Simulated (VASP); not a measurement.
A run of VASP 6.6.1:

Contents of INCAR:

```
SYSTEM = MgS
PREC = Accurate ; ENCUT = 520
EDIFF = 1E-6 ; ISMEAR = 0
SIGMA = 0.05 ; LREAL = .FALSE.
LASPH = .TRUE. ; NELM = 60
ALGO = Normal ; ISIF = 2
LWAVE = .FALSE. ; LCHARG = .FALSE.
GGA = PS ; NBANDS = 11
```

The input KPOINTS:

```
Automatic mesh
0
G
  8 8 8
  0 0 0
```

POSCAR

```
MgS
1.0
    0.0000000000      2.4715675000      2.6666912500
    2.4715675000      0.0000000000      2.6666912500
    2.4715675000      2.4715675000      0.0000000000
Mg S
1 1
Direct
    0.0000000000      0.0000000000      0.0000000000
    0.5000000000      0.5000000000      0.5000000000
```

Potentials or basis: VASP PAW PBE potentials, release 64 (Mg, S).

The run is started by

```console
$ cat potpaw_PBE.64/Mg/POTCAR potpaw_PBE.64/S/POTCAR > POTCAR
$ mpirun -np 1 vasp_std > vasp.out
```

Hardware: 1 thread of Intel(R) Xeon(R) Platinum 8488C (Sapphire Rapids), with other jobs on the host.

How long does it take, and how much memory?

It took 17 s on 1 thread of Intel(R) Xeon(R) Platinum 8488C (Sapphire Rapids), with other jobs on the host, peak memory 0.17 GiB. Counts: scf iterations 11, k points 59.
